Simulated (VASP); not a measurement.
# Ca (Fd-3m) in VASP: further runs

The runs below take Ca through single point, relaxation of cell and atoms, with LDA.

All numbers are computed with VASP 6.6.1; they aren't measurements. Logs are shortened: lines on timing, memory, paths and dates and some standing lists are left out, and cuts for length are marked.

## Step 1: The cell of the first run

Symmetry: Fd-3m, No. 227, cubic system. The conventional cell has a = 8.264 Å, b = 8.264 Å, c = 8.264 Å, α = 90.00°, β = 90.00°, γ = 90.00°. Ca (site symmetry -43m) has 4 Ca at 3.58 Å within 4.7 Å.

This isn't the form of Ca at room conditions, which is fcc.

## Step 2: Single point, LDA

Input file INCAR:

```
SYSTEM = Ca
ALGO = Normal
EDIFF = 1E-6
ENCUT = 500
GGA_COMPAT = .False.
ISIF = 2
ISMEAR = -1
LASPH = .True.
LCHARG = .False.
LREAL = .False.
LWAVE = .False.
NBANDS = 17
NELM = 120
PREC = Accurate
SIGMA = 0.1
```

Input file KPOINTS:

```
k-points
0
Gamma
  5 5 5
  0 0 0
```

Input file POSCAR:

```
Ca
1.0
    0.0000000000      4.1318172437      4.1318172437
    4.1318172437      0.0000000000      4.1318172437
    4.1318172437      4.1318172437      0.0000000000
Ca
2
Direct
    0.0000000000      0.0000000000      0.0000000000
    0.2500000000      0.2500000000      0.2500000000
```

Potentials or basis: VASP PAW LDA potentials, release 64 (Ca_sv).

Run with:

```console
> cat potpaw_LDA.64/Ca_sv/POTCAR > POTCAR
> mpirun -np 1 vasp_std > vasp.out
```

OUTCAR:

```text
SYSTEM = Ca
   EDIFF = 1E-6
   ENCUT = 500
   ISIF = 2
   ISMEAR = -1
   LASPH = .True.
   LREAL = .False.
   NELM = 120
   PREC = Accurate

 ion  position               nearest neighbor table
   1  0.000  0.000  0.000-
   2  0.250  0.250  0.250-

  LATTYP: Found a face centered cubic cell.
 ALAT       =     8.2636344874

  Lattice vectors:

 A1 = (   0.0000000000,   4.1318172437,   4.1318172437)
 A2 = (   4.1318172437,   0.0000000000,   4.1318172437)
 A3 = (   4.1318172437,   4.1318172437,   0.0000000000)

Analysis of symmetry for initial positions (statically):
=====================================================================
 Subroutine PRICEL returns:
 Original cell was already a primitive cell.

 Routine SETGRP: Setting up the symmetry group for a
 face centered cubic supercell.

 Subroutine GETGRP returns: Found 48 space group operations
 (whereof 24 operations were pure point group operations)
 out of a pool of 48 trial point group operations.

The static configuration has the point symmetry T_d .
 The point group associated with its full space group is O_h .

Analysis of symmetry for dynamics (positions and initial velocities):
=====================================================================
 Subroutine PRICEL returns:
 Original cell was already a primitive cell.

 Routine SETGRP: Setting up the symmetry group for a
 face centered cubic supercell.

 Subroutine GETGRP returns: Found 48 space group operations
 (whereof 24 operations were pure point group operations)
 out of a pool of 48 trial point group operations.

The dynamic configuration has the point symmetry T_d .
 The point group associated with its full space group is O_h .

 Subroutine INISYM returns: Found 48 space group operations
 (whereof 24 operations are pure point group operations),
 and found     1 'primitive' translations

----------------------------------------------------------------------------------------

                                     Primitive cell

  volume of cell :     141.0761

  direct lattice vectors                    reciprocal lattice vectors
     0.000000000  4.131817244  4.131817244    -0.121012129  0.121012129  0.121012129
     4.131817244  0.000000000  4.131817244     0.121012129 -0.121012129  0.121012129
     4.131817244  4.131817244  0.000000000     0.121012129  0.121012129 -0.121012129

  length of vectors
     5.843271983  5.843271983  5.843271983     0.209599155  0.209599155  0.209599155

  position of ions in fractional coordinates (direct lattice)
     0.000000000  0.000000000  0.000000000
     0.250000000  0.250000000  0.250000000

  ion indices of the primitive-cell ions
   primitive index   ion index
                 1           1
                 2           2

----------------------------------------------------------------------------------------

 KPOINTS: k-points

Automatic generation of k-mesh.
 Grid dimensions read from file:
 generate k-points for:    5    5    5

 Generating k-lattice:

  Cartesian coordinates                     Fractional coordinates (reciprocal lattice)
    -0.024202426  0.024202426  0.024202426     0.200000000  0.000000000  0.000000000
     0.024202426 -0.024202426  0.024202426     0.000000000  0.200000000  0.000000000
     0.024202426  0.024202426 -0.024202426     0.000000000  0.000000000  0.200000000

  Length of vectors
     0.041919831  0.041919831  0.041919831

  Shift w.r.t. Gamma in fractional coordinates (k-lattice)
     0.000000000  0.000000000  0.000000000

 Subroutine IBZKPT returns following result:
 ===========================================

 Found     10 irreducible k-points:

 Following reciprocal coordinates:
            Coordinates               Weight
  0.000000  0.000000  0.000000      1.000000
  0.200000  0.000000  0.000000      8.000000
  0.400000  0.000000  0.000000      8.000000
  0.200000  0.200000  0.000000      6.000000
  0.400000  0.200000  0.000000     24.000000
 -0.400000  0.200000  0.000000     24.000000
 -0.200000  0.200000  0.000000     12.000000
  0.400000  0.400000  0.000000      6.000000
 -0.400000  0.400000  0.000000     12.000000
 -0.400000  0.400000  0.200000     24.000000
   k-points           NKPTS =     10   k-points in BZ     NKDIM =     10   number of bands    NBANDS=     17
   number of dos      NEDOS =    301   number of ions     NIONS =      2
   total plane-waves  NPLWV = 110592
   dimension x,y,z NGX =    48 NGY =   48 NGZ =   48
   dimension x,y,z NGXF=    96 NGYF=   96 NGZF=   96
   ions per type =               2
   NGX,Y,Z   is equivalent  to a cutoff of  13.66, 13.66, 13.66 a.u.
   NGXF,Y,Z  is equivalent  to a cutoff of  27.31, 27.31, 27.31 a.u.
 SYSTEM =  Ca
   PREC   = accura    normal or accurate (medium, high low for compatibility)
   ISTART =      0    job   : 0-new  1-cont  2-samecut
   ICHARG =      2    charge: 1-file 2-atom 10-const
   ISPIN  =      1    spin polarized calculation?
   LNONCOLLINEAR =      F non collinear calculations
   LSORBIT =      F    spin-orbit coupling
   LASPH  =      T    aspherical Exc in radial PAW
   ENCUT  =  500.0 eV  36.75 Ry    6.06 a.u.  10.65 10.65 10.65*2*pi/ulx,y,z
   NELM   =    120;   NELMIN=  2; NELMDL= -5     # of ELM steps
   EDIFF  = 0.1E-05   stopping-criterion for ELM
   LREAL  =      F    real-space projection
   EDIFFG = 0.1E-04   stopping-criterion for IOM
   NSW    =      0    number of steps for IOM
   IBRION =     -1    ionic relax: 0-MD 1-quasi-New 2-CG
   NFREE  =      0    steps in history (QN), initial steepest desc. (CG)
   ISIF   =      2    stress and relaxation
   ISYM   =      2    0-nonsym 1-usesym 2-fastsym
   POTIM  = 0.5000    time-step for ionic-motion
   TEBEG  =    0.0;   TEEND  =   0.0 temperature during run
   PSTRESS=    0.0 pullay stress
   NELECT =      20.0000    total number of electrons
   NUPDOWN=      -1.0000    fix difference up-down
   EMIN   =  10.00;   EMAX   =-10.00  energy-range for DOS
   EFERMI =   0.00;   METHOD = LEGACY
   ISMEAR =    -1;   SIGMA  =   0.10  broadening in eV -4-tet -1-fermi 0-gaus
   EFERMI_NEDOS =   21; number of points for ismear=-14 and -15
   IALGO  =     38    algorithm
   IMIX   =      4    mixing-type and parameters
     AMIX     =   0.40;   BMIX     =  1.00
     AMIX_MAG =   1.60;   BMIX_MAG =  1.00
  volume/ion in A,a.u.               =      70.54       476.01
  Fermi-wavevector in a.u.,A,eV,Ry     =   0.853625  1.613117  9.914231  0.728675
  Thomas-Fermi vector in A             =   1.970096
   LORBIT       =      0    0 simple, 1 ext, 2 COOP (PROOUT), +10 PAW based schemes
   GGA     = CA    functional components
   LHFCALC =     F    Hartree Fock is set to
   AEXX    =    0.0000 exact exchange contribution
   IVDW    =     0    specifies the selected vdW correction
   LEPSILON=     F    determine dielectric tensor
   LRPA    =     F    only Hartree local field effects (RPA)
 non-spin polarized calculation
  energy-cutoff  :      500.00
  volume of cell :      141.08
 maximum number of plane-waves:      3609
 NGX is ok and might be reduce to    48
   NGX = 21   NGY = 21   NGZ = 21

 number of electron      20.0000001 magnetization

 Free energy of the ion-electron system (eV)
  ---------------------------------------------------
  ext. energy  EPLUGINS =         0.00000000
  ---------------------------------------------------
  free energy    TOTEN  =        -2.19902563 eV

  energy without entropy =       -2.08099116  energy(sigma->0) =       -2.14000840

 E-fermi :   0.0266     XC(G=0):  -6.2803

 val. band max:        0.0218350501   @ k =  -0.4000   0.4000   0.2000
 cond. band min:       0.1310710443   @ k =  -0.2000   0.2000   0.0000
 fundamental gap:      0.1092359943
 Fermi energy:         0.0265908676

 k-point     1 :       0.0000    0.0000    0.0000
  band No.  band energies     occupation
      1     -42.4718      2.00000
      2     -42.4422      2.00000
      3     -23.7686      2.00000
      4     -23.7686      2.00000
      5     -23.7686      2.00000
      6     -23.6764      2.00000
[... 9 lines left out ...]
     16       1.5016      0.00000
     17       1.5016      0.00000

 k-point     2 :       0.2000    0.0000    0.0000
  band No.  band energies     occupation
      1     -42.4698      2.00000
      2     -42.4443      2.00000
      3     -23.7719      2.00000
      4     -23.7719      2.00000
      5     -23.7671      2.00000
      6     -23.6784      2.00000
[... 9 lines left out ...]
     16       1.5336      0.00000
     17       1.5336      0.00000

 k-point     3 :       0.4000    0.0000    0.0000
  band No.  band energies     occupation
      1     -42.4654      2.00000
      2     -42.4487      2.00000
      3     -23.7768      2.00000
      4     -23.7768      2.00000
      5     -23.7645      2.00000
      6     -23.6819      2.00000
[... 9 lines left out ...]
     16       1.7849      0.00000
     17       1.7849      0.00000

 k-point     4 :       0.2000    0.2000    0.0000
  band No.  band energies     occupation
      1     -42.4690      2.00000
      2     -42.4451      2.00000
      3     -23.7755      2.00000
      4     -23.7755      2.00000
      5     -23.7601      2.00000
      6     -23.6855      2.00000
[... 9 lines left out ...]
     16       1.5039      0.00000
     17       1.5039      0.00000

 k-point     5 :       0.4000    0.2000    0.0000
  band No.  band energies     occupation
      1     -42.4650      2.00000
      2     -42.4491      2.00000
      3     -23.7817      2.00000
      4     -23.7802      2.00000
      5     -23.7521      2.00000
      6     -23.6940      2.00000
[... 9 lines left out ...]
     16       1.6111      0.00000
     17       1.7427      0.00000

 k-point     6 :      -0.4000    0.2000    0.0000
  band No.  band energies     occupation
      1     -42.4627      2.00000
      2     -42.4513      2.00000
      3     -23.7852      2.00000
      4     -23.7798      2.00000
      5     -23.7500      2.00000
      6     -23.6962      2.00000
[... 9 lines left out ...]
     16       1.7395      0.00000
     17       1.9431      0.00000

 k-point     7 :      -0.2000    0.2000    0.0000
  band No.  band energies     occupation
      1     -42.4667      2.00000
      2     -42.4474      2.00000
      3     -23.7807      2.00000
      4     -23.7748      2.00000
      5     -23.7589      2.00000
      6     -23.6870      2.00000
[... 9 lines left out ...]
     16       1.5452      0.00000
     17       1.7318      0.00000

 k-point     8 :       0.4000    0.4000    0.0000
  band No.  band energies     occupation
      1     -42.4616      2.00000
      2     -42.4525      2.00000
      3     -23.7850      2.00000
      4     -23.7850      2.00000
      5     -23.7375      2.00000
      6     -23.7091      2.00000
[... 9 lines left out ...]
     16       1.5759      0.00000
     17       1.5759      0.00000

 k-point     9 :      -0.4000    0.4000    0.0000
  band No.  band energies     occupation
      1     -42.4584      2.00000
      2     -42.4556      2.00000
      3     -23.7877      2.00000
      4     -23.7847      2.00000
      5     -23.7304      2.00000
      6     -23.7160      2.00000
[... 9 lines left out ...]
     16       1.7427      0.00000
     17       1.7838      0.00000

 k-point    10 :      -0.4000    0.4000    0.2000
  band No.  band energies     occupation
      1     -42.4607      2.00000
      2     -42.4533      2.00000
      3     -23.7868      2.00000
      4     -23.7837      2.00000
      5     -23.7376      2.00000
      6     -23.7086      2.00000
[... 9 lines left out ...]
     16       1.5245      0.00000
     17       2.2129      0.00000

------------------------ aborting loop because EDIFF is reached ----------------------------------------

  FORCE on cell =-STRESS in cart. coord.  units (eV):
  Direction    XX          YY          ZZ          XY          YZ          ZX
  --------------------------------------------------------------------------------------
  -------------------------------------------------------------------------------------
  Total       -0.0133047     -0.0133047     -0.0133047     -0.0000000      0.0000000     -0.0000000
  in kB       -0.1510996     -0.1510996     -0.1510996     -0.0000000      0.0000000     -0.0000000
  external PRESSURE =      -0.1510996 kB  Pullay stress =       0.0000000 kB

 VOLUME and BASIS-vectors are now :
 -----------------------------------------------------------------------------
  energy-cutoff  :      500.00
  volume of cell :      141.08
      direct lattice vectors                 reciprocal lattice vectors
     0.000000000  4.131817244  4.131817244    -0.121012129  0.121012129  0.121012129
     4.131817244  0.000000000  4.131817244     0.121012129 -0.121012129  0.121012129
     4.131817244  4.131817244  0.000000000     0.121012129  0.121012129 -0.121012129

 POSITION                                       TOTAL-FORCE (eV/Angst)
 -----------------------------------------------------------------------------------
      0.00000      0.00000      0.00000        -0.000000     -0.000000     -0.000000
      2.06591      2.06591      2.06591         0.000000      0.000000      0.000000
 -----------------------------------------------------------------------------------
    total drift:                               -0.000000      0.000000     -0.000000

  FREE ENERGIE OF THE ION-ELECTRON SYSTEM (eV)
  ---------------------------------------------------
  free  energy   TOTEN  =        -2.1990256255 eV

  energy  without entropy=       -2.0809911649  energy(sigma->0) =       -2.14000840
```

Run time: 28 s. Hardware: 1 thread of Intel Xeon 8259CL, shared host; peak memory 0.23 GiB.

What came out:

```
Free energy            : -2.1990 eV
Pressure               : 0.0 GPa
Band gap on the k mesh : zero (bands 10 and 11 overlap by 0.77 eV)
```

## Step 3: Relaxation of cell and atoms, LDA

This run uses another cell than the first one, of 56.62 Å³/atom.

Input file INCAR:

```
SYSTEM = Ca
ALGO = Normal
EDIFF = 1E-7
EDIFFG = -0.02
ENCUT = 500
GGA_COMPAT = .False.
IBRION = 2
ISIF = 3
ISMEAR = -1
LASPH = .True.
LCHARG = .False.
LREAL = .False.
LWAVE = .False.
NELM = 120
NELMIN = 4
NSW = 50
PREC = Accurate
SIGMA = 0.1
```

KPOINTS is that of step 2.

Input file POSCAR:

```
Ca
1.0
    0.0000000000      3.8400000000      3.8400000000
    3.8400000000      0.0000000000      3.8400000000
    3.8400000000      3.8400000000      0.0000000000
Ca
2
Direct
    0.0000000000      0.0000000000      0.0000000000
    0.2500000000      0.2500000000      0.2500000000
```

Potentials or basis: VASP PAW LDA potentials, release 64 (Ca_sv).

Run with:

```console
> cat potpaw_LDA.64/Ca_sv/POTCAR > POTCAR
> mpirun -np 1 vasp_std > vasp.out
```

Run time: 45 s. Hardware: 1 thread of Intel Xeon 8259CL, shared host; peak memory 0.19 GiB.

The run converged. Its results:

```
Free energy                           : -2.1953 eV
Relaxed volume                        : 69.70 Å³/atom
Relaxed cell                          : a = 5.820 Å, b = 5.820 Å, c = 5.820 Å, α = 60.00°, β = 60.00°, γ = 60.00°
Space group after relaxing (to 0.1 Å) : Fd-3m (No. 227)
Energy gained by relaxing             : 43.8 meV/atom
Ionic steps                           : 3
Pressure after relaxing               : 0.0 GPa
Band gap on the k mesh                : zero (bands 10 and 11 overlap by 0.78 eV)
```

Step by step:
```csv
step,energy change (eV),largest force (eV/Å),pressure (GPa),volume (Å³)
1,0.0000,0.0000,1.05,113.25
2,-0.0362,0.0000,0.81,119.45
3,-0.0875,0.0000,0.04,139.40
```

Final structure:
```
Ca
1.0
     0.00000    4.11537    4.11537
     4.11537    0.00000    4.11537
     4.11537    4.11537    0.00000
Ca
2
Cartesian
  0.0000 0.0000 0.0000
  2.0577 2.0577 2.0577
```

Levels at points of the mesh, in eV from the Fermi level:
```tsv
k point	band 8	band 9	band 10	band 11	band 12	band 13
(0.00, 0.00, 0.00)	-23.68	-3.12	0.66	0.66	0.66	0.82
```

Caveat: the volume moved by over 15 % at a fixed basis, so the end points are rough.

[end of part 1 of 2]

The gap in the log of VASP goes by the Fermi energy; the results here count the filled bands.